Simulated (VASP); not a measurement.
# Rh (Im-3m) in VASP: notebook

Rh is run at these levels: PBEsol; tasks: single point, relaxation of cell and atoms.

All numbers are computed with VASP 6.6.1; they aren't measurements. Logs are shortened: lines on timing, memory, paths and dates and some standing lists are left out, and cuts for length are marked.

### 1 The cell of the first run

Symmetry: Im-3m, No. 229, cubic system. Conventional cell: a = 3.118 Å, b = 3.118 Å, c = 3.118 Å, α = 90.00°, β = 90.00°, γ = 90.00°. Rh (site symmetry m-3m) has 14 Rh at 2.70 to 3.12 Å within 3.6 Å.

### 2 Single point, PBEsol

Contents of INCAR:

```
ALGO = Normal ; EDIFF = 1E-6
ENCUT = 500 ; GGA = PS
GGA_COMPAT = F ; ISIF = 2
ISMEAR = 0 ; LASPH = T
LCHARG = F ; LREAL = F
LWAVE = F ; NBANDS = 14
NELM = 120 ; PREC = Accurate
SIGMA = 0.1
```

Contents of KPOINTS:

```
k-points
0
Gamma
  8 8 8
```

Contents of POSCAR:

```
Rh
1.0
   -1.5592085237      1.5592085237      1.5592085237
    1.5592085237     -1.5592085237      1.5592085237
    1.5592085237      1.5592085237     -1.5592085237
Rh
1
Direct
    0.0000000000      0.0000000000      0.0000000000
```

Potentials or basis: VASP PAW PBE potentials, release 64 (Rh_pv).

On the command line:

```sh
$ cat potpaw_PBE.64/Rh_pv/POTCAR > POTCAR
$ mpirun -np 1 vasp_std > vasp.out
```

OUTCAR:

```text
EDIFF = 1E-6
   ENCUT = 500
   GGA = PS
   ISIF = 2
   ISMEAR = 0
   LASPH = T
   LREAL = F
   NELM = 120
   PREC = Accurate

 ion  position               nearest neighbor table
   1  0.000  0.000  0.000-

  LATTYP: Found a body centered cubic cell.
 ALAT       =     3.1184170474

  Lattice vectors:

 A1 = (  -1.5592085237,   1.5592085237,   1.5592085237)
 A2 = (   1.5592085237,  -1.5592085237,   1.5592085237)
 A3 = (   1.5592085237,   1.5592085237,  -1.5592085237)

Analysis of symmetry for initial positions (statically):
=====================================================================
 Subroutine PRICEL returns:
 Original cell was already a primitive cell.

 Routine SETGRP: Setting up the symmetry group for a
 body centered cubic supercell.

 Subroutine GETGRP returns: Found 48 space group operations
 (whereof 48 operations were pure point group operations)
 out of a pool of 48 trial point group operations.

The static configuration has the point symmetry O_h .

Analysis of symmetry for dynamics (positions and initial velocities):
=====================================================================
 Subroutine PRICEL returns:
 Original cell was already a primitive cell.

 Routine SETGRP: Setting up the symmetry group for a
 body centered cubic supercell.

 Subroutine GETGRP returns: Found 48 space group operations
 (whereof 48 operations were pure point group operations)
 out of a pool of 48 trial point group operations.

The dynamic configuration has the point symmetry O_h .

 Subroutine INISYM returns: Found 48 space group operations
 (whereof 48 operations are pure point group operations),
 and found     1 'primitive' translations

----------------------------------------------------------------------------------------

                                     Primitive cell

  volume of cell :      15.1626

  direct lattice vectors                    reciprocal lattice vectors
    -1.559208524  1.559208524  1.559208524     0.000000000  0.320675517  0.320675517
     1.559208524 -1.559208524  1.559208524     0.320675517  0.000000000  0.320675517
     1.559208524  1.559208524 -1.559208524     0.320675517  0.320675517  0.000000000

  length of vectors
     2.700628383  2.700628383  2.700628383     0.453503666  0.453503666  0.453503666

  position of ions in fractional coordinates (direct lattice)
     0.000000000  0.000000000  0.000000000
[... 76 lines left out ...]
   EDIFF  = 0.1E-05   stopping-criterion for ELM
   LREAL  =      F    real-space projection
   EDIFFG = 0.1E-04   stopping-criterion for IOM
   NSW    =      0    number of steps for IOM
   IBRION =     -1    ionic relax: 0-MD 1-quasi-New 2-CG
   NFREE  =      0    steps in history (QN), initial steepest desc. (CG)
   ISIF   =      2    stress and relaxation
   ISYM   =      2    0-nonsym 1-usesym 2-fastsym
   POTIM  = 0.5000    time-step for ionic-motion
   TEBEG  =    0.0;   TEEND  =   0.0 temperature during run
   PSTRESS=    0.0 pullay stress
   NELECT =      15.0000    total number of electrons
   NUPDOWN=      -1.0000    fix difference up-down
   EMIN   =  10.00;   EMAX   =-10.00  energy-range for DOS
   EFERMI =   0.00;   METHOD = LEGACY
   ISMEAR =     0;   SIGMA  =   0.10  broadening in eV -4-tet -1-fermi 0-gaus
   EFERMI_NEDOS =   21; number of points for ismear=-14 and -15
   IALGO  =     38    algorithm
   IMIX   =      4    mixing-type and parameters
     AMIX     =   0.40;   BMIX     =  1.00
     AMIX_MAG =   1.60;   BMIX_MAG =  1.00
  volume/ion in A,a.u.               =      15.16       102.32
  Fermi-wavevector in a.u.,A,eV,Ry     =   1.631227  3.082572 36.203761  2.660901
  Thomas-Fermi vector in A             =   2.723398
   LORBIT       =      0    0 simple, 1 ext, 2 COOP (PROOUT), +10 PAW based schemes
   GGA     = PS    functional components
   LHFCALC =     F    Hartree Fock is set to
   AEXX    =    0.0000 exact exchange contribution
   IVDW    =     0    specifies the selected vdW correction
   LEPSILON=     F    determine dielectric tensor
   LRPA    =     F    only Hartree local field effects (RPA)
 non-spin polarized calculation
 Gauss-broadening in eV      SIGMA  =   0.10
  energy-cutoff  :      500.00
  volume of cell :       15.16
 maximum number of plane-waves:       402
   NGX =  9   NGY =  9   NGZ =  9

 number of electron      15.0000005 magnetization

 Free energy of the ion-electron system (eV)
  ---------------------------------------------------
  ext. energy  EPLUGINS =         0.00000000
  ---------------------------------------------------
  free energy    TOTEN  =        -7.66879030 eV

  energy without entropy =       -7.65397155  energy(sigma->0) =       -7.66138093

 E-fermi :   9.8945     XC(G=0): -13.5815

 val. band max:        9.8755175977   @ k =   0.2500   0.2500   0.2500
 cond. band min:       9.9125512420   @ k =  -0.3750  -0.3750   0.1250
 fundamental gap:      0.0370336443
 Fermi energy:         9.8945166041

 k-point     1 :       0.0000    0.0000    0.0000
  band No.  band energies     occupation
      1     -35.9810      2.00000
      2     -35.9810      2.00000
      3     -35.9810      2.00000
      4       2.7106      2.00000
      5       7.3145      2.00000
      6       7.3145      2.00000
      7       7.3145      2.00000
      8       9.5232      2.00000
      9       9.5232      2.00000
     10      28.1787      0.00000
     11      28.1787      0.00000
     12      28.1787      0.00000
     13      30.9641      0.00000
     14      37.2589      0.00000
[... 377 lines left out ...]
      1     -36.3824      2.00000
      2     -36.2400      2.00000
      3     -36.1839      2.00000
      4       5.8352      2.00000
      5       6.2630      2.00000
      6       7.9846      2.00000
      7       8.6267      2.00000
      8      10.2403      0.00000
      9      13.1445      0.00000
     10      22.0335      0.00000
     11      24.3712      0.00000
     12      26.6115      0.00000
     13      28.9432      0.00000
     14      30.9657      0.00000

 [... further k-points ...]
[... 5 lines left out ...]
  --------------------------------------------------------------------------------------
  -------------------------------------------------------------------------------------
  Total       -1.7851410     -1.7851410     -1.7851410      0.0000000     -0.0000000      0.0000000
  in kB     -188.6298904   -188.6298904   -188.6298904      0.0000000     -0.0000000      0.0000000
  external PRESSURE =    -188.6298904 kB  Pullay stress =       0.0000000 kB

 VOLUME and BASIS-vectors are now :
 -----------------------------------------------------------------------------
  energy-cutoff  :      500.00
  volume of cell :       15.16
      direct lattice vectors                 reciprocal lattice vectors
    -1.559208524  1.559208524  1.559208524     0.000000000  0.320675517  0.320675517
     1.559208524 -1.559208524  1.559208524     0.320675517  0.000000000  0.320675517
     1.559208524  1.559208524 -1.559208524     0.320675517  0.320675517  0.000000000

 POSITION                                       TOTAL-FORCE (eV/Angst)
 -----------------------------------------------------------------------------------
      0.00000      0.00000      0.00000         0.000000     -0.000000     -0.000000
 -----------------------------------------------------------------------------------
    total drift:                                0.000000     -0.000000      0.000000

  FREE ENERGIE OF THE ION-ELECTRON SYSTEM (eV)
  ---------------------------------------------------
  free  energy   TOTEN  =        -7.6687903030 eV

  energy  without entropy=       -7.6539715546  energy(sigma->0) =       -7.66138093
```

OSZICAR:

```text
N       E                     dE             d eps       ncg     rms          rms(c)
DAV:   1     0.115642949943E+03    0.11564E+03   -0.86099E+03   812   0.110E+03
DAV:   2    -0.675484733295E+01   -0.12240E+03   -0.11765E+03   878   0.328E+02
DAV:   3    -0.820068410670E+01   -0.14458E+01   -0.14425E+01   998   0.400E+01
DAV:   4    -0.820622447883E+01   -0.55404E-02   -0.55402E-02   932   0.256E+00
DAV:   5    -0.820627755497E+01   -0.53076E-04   -0.53073E-04  1016   0.223E-01    0.891E+00
DAV:   6    -0.768568411174E+01    0.52059E+00   -0.95641E-01   950   0.129E+01    0.285E+00
DAV:   7    -0.767244238439E+01    0.13242E-01   -0.15830E-02   956   0.131E+00    0.145E+00
DAV:   8    -0.766885831234E+01    0.35841E-02   -0.31966E-03   902   0.745E-01    0.113E-01
DAV:   9    -0.766878671515E+01    0.71597E-04   -0.92199E-05   998   0.131E-01    0.194E-02
DAV:  10    -0.766879044448E+01   -0.37293E-05   -0.22879E-06   866   0.173E-02    0.154E-03
DAV:  11    -0.766879030301E+01    0.14147E-06   -0.98307E-08   484   0.384E-03
   1 F= -.76687903E+01 E0= -.76613809E+01  d E =-.148187E-01
```

stdout:

```text
POSCAR found type information on POSCAR Rh
 POSCAR found :  1 types and       1 ions
 scaLAPACK will be used
 -----------------------------------------------------------------------------
|                                                                             |
|                                                                             |
|     You enforced a specific xc type in the INCAR file but a different       |
|     I HOPE YOU KNOW WHAT YOU ARE DOING!                                     |
|                                                                             |
 -----------------------------------------------------------------------------

 LDA part: xc-table for (Slater+PW92), standard interpolation
 POSCAR, INCAR and KPOINTS ok, starting setup
 FFT: planning ... GRIDC
 FFT: planning ... GRID_SOFT
 FFT: planning ... GRID
 WAVECAR not read
 entering main loop
```

It took 3 s on 1 thread of Intel Xeon 6975P-C (Granite Rapids), shared host; peak memory 0.12 GiB.

Results:

| Property | Result |
| --- | --- |
| Free energy | -7.6688 eV |
| Pressure | -18.9 GPa |

Levels at points of the mesh, in eV from the Fermi level:
| k point | band 5 | band 6 | band 7 | band 8 | band 9 | band 10 | band 11 | band 12 |
| --- | --- | --- | --- | --- | --- | --- | --- | --- |
| (0.00, 0.00, 0.00) | -2.58 | -2.58 | -2.58 | -0.37 | -0.37 | 18.28 | 18.28 | 18.28 |
| (0.50, 0.00, 0.00) | -3.92 | -0.45 | -0.08 | 1.31 | 1.40 | 8.48 | 14.39 | 17.52 |
| (0.50, 0.50, 0.50) | -5.14 | 0.96 | 0.96 | 0.96 | 9.01 | 9.01 | 9.01 | 17.91 |

Caveat: the PAW data sets were made with another functional, which shifts forces and pressure a little.

(Part 1 of 2 ends here.)
